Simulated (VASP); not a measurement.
# Sb (P4/mmm) in VASP: a series of runs

Runs on Sb. Level: r2SCAN. Tasks: single point.

All numbers are computed with VASP 6.6.1; they aren't measurements. Logs are shortened: lines on timing, memory, paths and dates and some standing lists are left out, and cuts for length are marked.

### 1 The cell of the first run

The structure is tetragonal, space group P4/mmm (No. 123). Conventional cell: a = 3.002 Å, b = 3.002 Å, c = 3.239 Å, α = 90.00°, β = 90.00°, γ = 90.00°. Within 4.0 Å of Sb (site symmetry 4/mmm) lie 6 Sb at 3.00 to 3.24 Å.

### 2 Single point, r2SCAN (strain -0.050 along x and y, +0.025 along z)

POSCAR reads:

```
Sb
1.0
    3.0020000000      0.0000000000      0.0000000000
    0.0000000000      3.0020000000      0.0000000000
    0.0000000000      0.0000000000      3.2390000000
Sb
1
Direct
    0.0000000000      0.0000000000      0.0000000000
```

INCAR.step1 reads:

```
SYSTEM = Sb
PREC = Accurate ; ENCUT = 520
ISMEAR = 0 ; SIGMA = 0.15
LREAL = .False. ; LASPH = .True.
NELM = 60 ; NBANDS = 8
GGA = PE ; ALGO = Normal
EDIFF = 1E-4 ; LWAVE = .True.
LCHARG = .False.
```

INCAR.step2 reads:

```
SYSTEM = Sb
PREC = Accurate ; ENCUT = 520
EDIFF = 1E-6 ; ISMEAR = 0
SIGMA = 0.15 ; LREAL = .False.
LASPH = .True. ; NELM = 60
ALGO = Normal ; ISIF = 2
LWAVE = .False. ; LCHARG = .True.
METAGGA = R2SCAN ; LMIXTAU = .True.
LELF = .True. ; LVHAR = .True.
NBANDS = 8 ; ISTART = 1
```

KPOINTS reads:

```
Automatic mesh
0
Gamma
  16 16 16
  0 0 0
```

Potentials or basis: VASP PAW PBE potentials, release 64 (Sb).

Command:

```console
$ cat potpaw_PBE.64/Sb/POTCAR > POTCAR
$ cp INCAR.step1 INCAR
$ mpirun -np 1 vasp_std > vasp.out
$ cp INCAR.step2 INCAR
$ mpirun -np 1 vasp_std > vasp.out
```

OUTCAR:

```text
SYSTEM = Sb
   PREC = Accurate
   ENCUT = 520
   EDIFF = 1E-6
   ISMEAR = 0
   LREAL = .False.
   LASPH = .True.
   NELM = 60
   ISIF = 2
   METAGGA = R2SCAN
   ISTART = 1

 ion  position               nearest neighbor table
   1  0.000  0.000  0.000-

  LATTYP: Found a simple tetragonal cell.
 ALAT       =     3.0020000000
 C/A-ratio  =     1.0789473684

  Lattice vectors:

 A1 = (   3.0020000000,   0.0000000000,   0.0000000000)
 A2 = (   0.0000000000,   3.0020000000,   0.0000000000)
 A3 = (   0.0000000000,   0.0000000000,   3.2390000000)

Analysis of symmetry for initial positions (statically):
=====================================================================
 Subroutine PRICEL returns:
 Original cell was already a primitive cell.

 Routine SETGRP: Setting up the symmetry group for a
 simple tetragonal supercell.

 Subroutine GETGRP returns: Found 16 space group operations
 (whereof 16 operations were pure point group operations)
 out of a pool of 16 trial point group operations.

The static configuration has the point symmetry D_4h.

Analysis of symmetry for dynamics (positions and initial velocities):
=====================================================================
 Subroutine PRICEL returns:
 Original cell was already a primitive cell.

 Routine SETGRP: Setting up the symmetry group for a
 simple tetragonal supercell.

 Subroutine GETGRP returns: Found 16 space group operations
 (whereof 16 operations were pure point group operations)
 out of a pool of 16 trial point group operations.

The dynamic configuration has the point symmetry D_4h.

 Subroutine INISYM returns: Found 16 space group operations
 (whereof 16 operations are pure point group operations),
 and found     1 'primitive' translations

----------------------------------------------------------------------------------------

                                     Primitive cell

  volume of cell :      29.1899

  direct lattice vectors                    reciprocal lattice vectors
     3.002000000  0.000000000  0.000000000     0.333111259  0.000000000  0.000000000
     0.000000000  3.002000000  0.000000000     0.000000000  0.333111259  0.000000000
     0.000000000  0.000000000  3.239000000     0.000000000  0.000000000  0.308737265

  length of vectors
     3.002000000  3.002000000  3.239000000     0.333111259  0.333111259  0.308737265

  position of ions in fractional coordinates (direct lattice)
     0.000000000  0.000000000  0.000000000

  ion indices of the primitive-cell ions
   primitive index   ion index
                 1           1

----------------------------------------------------------------------------------------

 KPOINTS: Automatic mesh

Automatic generation of k-mesh.
 Grid dimensions read from file:
 generate k-points for:   16   16   16

 Generating k-lattice:

  Cartesian coordinates                     Fractional coordinates (reciprocal lattice)
     0.020819454  0.000000000  0.000000000     0.062500000  0.000000000  0.000000000
     0.000000000  0.020819454  0.000000000     0.000000000  0.062500000  0.000000000
     0.000000000  0.000000000  0.019296079     0.000000000  0.000000000  0.062500000

  Length of vectors
     0.020819454  0.020819454  0.019296079

  Shift w.r.t. Gamma in fractional coordinates (k-lattice)
     0.000000000  0.000000000  0.000000000

 Subroutine IBZKPT returns following result:
 ===========================================

 Found    405 irreducible k-points:

 Following reciprocal coordinates:
            Coordinates               Weight
  0.000000  0.000000  0.000000      1.000000
  0.062500  0.000000  0.000000      4.000000
  0.125000  0.000000  0.000000      4.000000
  0.187500  0.000000  0.000000      4.000000
  0.250000  0.000000  0.000000      4.000000
  0.312500  0.000000  0.000000      4.000000
[... 16 lines left out ...]
  0.437500  0.125000  0.000000      8.000000
  0.500000  0.125000  0.000000      4.000000
 [... further k-points ...]
   k-points           NKPTS =    405   k-points in BZ     NKDIM =    405   number of bands    NBANDS=      8
   number of dos      NEDOS =    301   number of ions     NIONS =      1
   total plane-waves  NPLWV =  13824
   dimension x,y,z NGX =    24 NGY =   24 NGZ =   24
   dimension x,y,z NGXF=    48 NGYF=   48 NGZF=   48
   ions per type =               1
   NGX,Y,Z   is equivalent  to a cutoff of  13.29, 13.29, 12.32 a.u.
   NGXF,Y,Z  is equivalent  to a cutoff of  26.58, 26.58, 24.64 a.u.
 SYSTEM =  Sb
   PREC   = accura    normal or accurate (medium, high low for compatibility)
   ISTART =      1    job   : 0-new  1-cont  2-samecut
   ICHARG =      0    charge: 1-file 2-atom 10-const
   ISPIN  =      1    spin polarized calculation?
   LNONCOLLINEAR =      F non collinear calculations
   LSORBIT =      F    spin-orbit coupling
   LASPH  =      T    aspherical Exc in radial PAW
   ENCUT  =  520.0 eV  38.22 Ry    6.18 a.u.   5.58  5.58  6.02*2*pi/ulx,y,z
   NELM   =     60;   NELMIN=  2; NELMDL=  0     # of ELM steps
   EDIFF  = 0.1E-05   stopping-criterion for ELM
   LREAL  =      F    real-space projection
   EDIFFG = 0.1E-04   stopping-criterion for IOM
   NSW    =      0    number of steps for IOM
   IBRION =     -1    ionic relax: 0-MD 1-quasi-New 2-CG
   NFREE  =      0    steps in history (QN), initial steepest desc. (CG)
   ISIF   =      2    stress and relaxation
   ISYM   =      2    0-nonsym 1-usesym 2-fastsym
   POTIM  = 0.5000    time-step for ionic-motion
   TEBEG  =    0.0;   TEEND  =   0.0 temperature during run
   PSTRESS=    0.0 pullay stress
   NELECT =       5.0000    total number of electrons
   NUPDOWN=      -1.0000    fix difference up-down
   EMIN   =  10.00;   EMAX   =-10.00  energy-range for DOS
   EFERMI =   0.00;   METHOD = LEGACY
   ISMEAR =     0;   SIGMA  =   0.15  broadening in eV -4-tet -1-fermi 0-gaus
   EFERMI_NEDOS =   21; number of points for ismear=-14 and -15
   IALGO  =     38    algorithm
   IMIX   =      4    mixing-type and parameters
     AMIX     =   0.40;   BMIX     =  1.00
     AMIX_MAG =   1.60;   BMIX_MAG =  1.00
  volume/ion in A,a.u.               =      29.19       196.98
  Fermi-wavevector in a.u.,A,eV,Ry     =   0.909189  1.718118 11.246905  0.826624
  Thomas-Fermi vector in A             =   2.033204
   LORBIT       =      0    0 simple, 1 ext, 2 COOP (PROOUT), +10 PAW based schemes
   METAGGA = R2SCAN    functional components
   LHFCALC =     F    Hartree Fock is set to
   AEXX    =    0.0000 exact exchange contribution
   IVDW    =     0    specifies the selected vdW correction
   LEPSILON=     F    determine dielectric tensor
   LRPA    =     F    only Hartree local field effects (RPA)
 non-spin polarized calculation
 Gauss-broadening in eV      SIGMA  =   0.15
  energy-cutoff  :      520.00
  volume of cell :       29.19
 maximum number of plane-waves:       820
 NGX is ok and might be reduce to    24
   NGX = 11   NGY = 11   NGZ = 13

 number of electron       5.0000000 magnetization

 Free energy of the ion-electron system (eV)
  ---------------------------------------------------
  ext. energy  EPLUGINS =         0.00000000
  ---------------------------------------------------
  free energy    TOTEN  =       -25.59721040 eV

  energy without entropy =      -25.59148003  energy(sigma->0) =      -25.59434522

 E-fermi :   7.3551     XC(G=0): -10.1996

 val. band max:        7.3435838199   @ k =   0.1875   0.0625   0.0625
 cond. band min:       7.3599459954   @ k =   0.2500   0.0000   0.5000
 fundamental gap:      0.0163621755
 Fermi energy:         7.3550509696

 k-point     1 :       0.0000    0.0000    0.0000
  band No.  band energies     occupation
      1      -5.8616      2.00000
      2       9.3706      0.00000
      3      11.5965      0.00000
      4      11.5965      0.00000
      5      13.7250      0.00000
      6      15.1118      0.00000
      7      17.0832      0.00000
      8      25.6027      0.00000

 k-point     2 :       0.0625    0.0000    0.0000
  band No.  band energies     occupation
      1      -5.7952      2.00000
      2       9.4373      0.00000
      3      10.6955      0.00000
      4      11.6649      0.00000
      5      13.8127      0.00000
      6      15.5930      0.00000
      7      17.5858      0.00000
      8      24.8414      0.00000

 k-point     3 :       0.1250    0.0000    0.0000
  band No.  band energies     occupation
      1      -5.5970      2.00000
      2       9.0155      0.00000
      3       9.6338      0.00000
      4      11.8668      0.00000
      5      13.9913      0.00000
      6      16.0929      0.00000
      7      19.0872      0.00000
      8      23.6123      0.00000

 k-point     4 :       0.1875    0.0000    0.0000
  band No.  band energies     occupation
      1      -5.2699      2.00000
      2       7.2393      1.72502
      3       9.9495      0.00000
      4      12.1912      0.00000
      5      14.2637      0.00000
      6      16.4524      0.00000
      7      21.0017      0.00000
      8      22.3372      0.00000

 k-point     5 :       0.2500    0.0000    0.0000
  band No.  band energies     occupation
      1      -4.8214      2.00000
      2       5.5337      2.00000
      3      10.3636      0.00000
      4      12.6172      0.00000
      5      14.6366      0.00000
      6      16.8356      0.00000
      7      21.1038      0.00000
      8      22.2908      0.00000

 k-point     6 :       0.3125    0.0000    0.0000
  band No.  band energies     occupation
      1      -4.2689      2.00000
      2       3.9713      2.00000
      3      10.8399      0.00000
      4      13.1084      0.00000
      5      15.1055      0.00000
      6      17.2769      0.00000
      7      19.9739      0.00000
      8      21.2770      0.00000

 k-point     7 :       0.3750    0.0000    0.0000
  band No.  band energies     occupation
      1      -3.6559      2.00000
      2       2.6223      2.00000
      3      11.3162      0.00000
      4      13.6017      0.00000
      5      15.6521      0.00000
      6      17.7353      0.00000
      7      19.0233      0.00000
      8      20.2717      0.00000
[... 133 lines left out ...]
 k-point    20 :       0.2500    0.1250    0.0000
  band No.  band energies     occupation
      1      -4.5562      2.00000
      2       5.7761      2.00000
      3      10.0573      0.00000
      4      10.6304      0.00000
      5      14.9799      0.00000
      6      19.0750      0.00000
      7      20.3530      0.00000
      8      21.2949      0.00000

 k-point    21 :       0.3125    0.1250    0.0000
  band No.  band energies     occupation
      1      -4.0032      2.00000
      2       4.2182      2.00000
      3      10.5518      0.00000
      4      11.1090      0.00000
      5      15.4574      0.00000
      6      18.3971      0.00000
      7      20.0792      0.00000
      8      20.1703      0.00000

 k-point    22 :       0.3750    0.1250    0.0000
  band No.  band energies     occupation
      1      -3.3890      2.00000
      2       2.8702      2.00000
      3      11.0718      0.00000
      4      11.5880      0.00000
      5      16.0016      0.00000
      6      17.4943      0.00000
      7      19.2217      0.00000
      8      19.6750      0.00000

 k-point    23 :       0.4375    0.1250    0.0000
  band No.  band energies     occupation
      1      -2.8275      2.00000
      2       1.8626      2.00000
      3      11.5087      0.00000
      4      11.9657      0.00000
      5      16.3568      0.00000
      6      17.0479      0.00000
      7      18.5595      0.00000
      8      18.9072      0.00000

 k-point    24 :       0.5000    0.1250    0.0000
  band No.  band energies     occupation
      1      -2.5729      2.00000
      2       1.4584      2.00000
      3      11.6901      0.00000
      4      12.1140      0.00000
      5      16.2529      0.00000
      6      17.2786      0.00000
      7      18.3159      0.00000
      8      18.4237      0.00000

 [... further k-points ...]
[... 5 lines left out ...]
  --------------------------------------------------------------------------------------
  -------------------------------------------------------------------------------------
  Total        0.8101115      0.8101115     -0.9041455      0.0000000      0.0000000      0.0000000
  in kB       44.4654854     44.4654854    -49.6268363      0.0000000      0.0000000      0.0000000
  external PRESSURE =      13.1013782 kB  Pullay stress =       0.0000000 kB

 VOLUME and BASIS-vectors are now :
 -----------------------------------------------------------------------------
  energy-cutoff  :      520.00
  volume of cell :       29.19
      direct lattice vectors                 reciprocal lattice vectors
     3.002000000  0.000000000  0.000000000     0.333111259  0.000000000  0.000000000
     0.000000000  3.002000000  0.000000000     0.000000000  0.333111259  0.000000000
     0.000000000  0.000000000  3.239000000     0.000000000  0.000000000  0.308737265

 POSITION                                       TOTAL-FORCE (eV/Angst)
 -----------------------------------------------------------------------------------
      0.00000      0.00000      0.00000         0.000000      0.000000      0.000000
 -----------------------------------------------------------------------------------
    total drift:                               -0.000000      0.000000     -0.000000

  FREE ENERGIE OF THE ION-ELECTRON SYSTEM (eV)
  ---------------------------------------------------
  free  energy   TOTEN  =       -25.5972104017 eV

  energy  without entropy=      -25.5914800297  energy(sigma->0) =      -25.59434522
```

It took 86 s on 1 thread of Intel Xeon Platinum 8488C (Sapphire Rapids), shared host; peak memory 0.21 GiB.

Results:

```yaml
Free_energy: -25.5972 eV
Pressure: 1.3 GPa
```

Levels at points of the mesh, in eV from the Fermi level:
```
           k point  band 1  band 2  band 3  band 4  band 5  band 6  band 7  band 8
(0.00, 0.00, 0.00)  -13.22    2.02    4.24    4.24    6.37    7.76    9.73   18.25
(0.50, 0.00, 0.00)  -10.20   -6.14    4.48    6.79    9.16   10.58   10.76   12.57
(0.50, 0.50, 0.00)   -6.86   -3.79   -3.79    2.50    7.06   13.04   13.04   13.30
(0.00, 0.00, 0.50)  -11.21   -5.92    5.93    5.93    9.39   12.20   12.79   12.84
(0.50, 0.00, 0.50)   -8.00   -4.51   -3.45    2.35    8.56   13.88   14.16   14.20
(0.50, 0.50, 0.50)   -4.29   -2.26   -2.26   -1.06    4.72    5.37    5.37    7.52
```

Caveat: the cell differs from its parent crystal (strain -0.050 along x and y, +0.025 along z); the PAW data sets were made with another functional, which shifts forces and pressure a little; spin-orbit coupling is left out, which moves the levels of the heavy elements.

### 3 Single point, r2SCAN (strain +0.000 along x and y, -0.050 along z)

POSCAR reads:

```
Sb
1.0
    3.1600000000      0.0000000000      0.0000000000
    0.0000000000      3.1600000000      0.0000000000
    0.0000000000      0.0000000000      3.0020000000
Sb
1
Direct
    0.0000000000      0.0000000000      0.0000000000
```

INCAR.step1 reads:

```
ALGO     = Normal         # electronic algorithm
EDIFF    = 1E-4           # SCF threshold, eV
ENCUT    = 520            # plane-wave cutoff, eV
GGA      = PE             # functional
ISMEAR   = 0              # smearing method
LASPH    = T              # aspherical terms in the spheres
LCHARG   = F              # write CHGCAR
LREAL    = F              # projectors in reciprocal space
LWAVE    = T              # write WAVECAR
NBANDS   = 8              # bands
NELM     = 100            # most SCF steps
PREC     = Accurate       # precision mode
SIGMA    = 0.15           # smearing width, eV
```

INCAR.step2 reads:

```
ALGO     = Normal         # electronic algorithm
EDIFF    = 1E-7           # SCF threshold, eV
ENCUT    = 520            # plane-wave cutoff, eV
ISIF     = 2              # what is computed and relaxed
ISMEAR   = 0              # smearing method
ISTART   = 1            
LASPH    = T              # aspherical terms in the spheres
LCHARG   = T              # write CHGCAR
LELF     = T              # ELF
LMIXTAU  = T            
LREAL    = F              # projectors in reciprocal space
LVHAR    = T            
LWAVE    = F              # write WAVECAR
METAGGA  = R2SCAN         # meta-GGA
NBANDS   = 8              # bands
NELM     = 100            # most SCF steps
PREC     = Accurate       # precision mode
SIGMA    = 0.15           # smearing width, eV
```

KPOINTS reads:

```
k-points
0
Gamma
  16 16 16
```

Potentials or basis: VASP PAW PBE potentials, release 64 (Sb).

Command:

```console
$ cat potpaw_PBE.64/Sb/POTCAR > POTCAR
$ cp INCAR.step1 INCAR
$ mpirun -np 1 vasp_std > vasp.out
$ cp INCAR.step2 INCAR
$ mpirun -np 1 vasp_std > vasp.out
```

Run time: 1.8 min. Hardware: 1 thread of Intel Xeon Platinum 8488C (Sapphire Rapids), shared host; peak memory 0.22 GiB.

The run converged. Its results:

| Item | Value |
| --- | --- |
| Free energy | -25.6235 eV |
| Pressure | -0.8 GPa |

Stress tensor (GPa, compression positive):
```
-2.63  0.00  0.00
 0.00 -2.63  0.00
 0.00  0.00  2.76
```

Levels at points of the mesh, in eV from the Fermi level:
| k point | band 1 | band 2 | band 3 | band 4 | band 5 | band 6 |
| --- | --- | --- | --- | --- | --- | --- |
| (0.00, 0.00, 0.00) | -12.96 | 2.91 | 2.91 | 4.48 | 6.90 | 7.27 |
| (0.50, 0.00, 0.00) | -10.64 | -5.80 | 4.82 | 6.44 | 9.19 | 11.29 |
| (0.50, 0.50, 0.00) | -8.16 | -3.87 | -3.87 | 2.41 | 8.45 | 13.74 |
| (0.00, 0.00, 0.50) | -9.92 | -5.95 | 5.42 | 5.42 | 9.35 | 10.82 |
| (0.50, 0.00, 0.50) | -7.36 | -4.09 | -3.36 | 2.55 | 7.40 | 13.31 |
| (0.50, 0.50, 0.50) | -4.47 | -2.35 | -1.53 | -1.53 | 5.05 | 5.05 |

Caveat: the cell differs from its parent crystal (strain +0.000 along x and y, -0.050 along z); the PAW data sets were made with another functional, which shifts forces and pressure a little; spin-orbit coupling is left out, which moves the levels of the heavy elements.
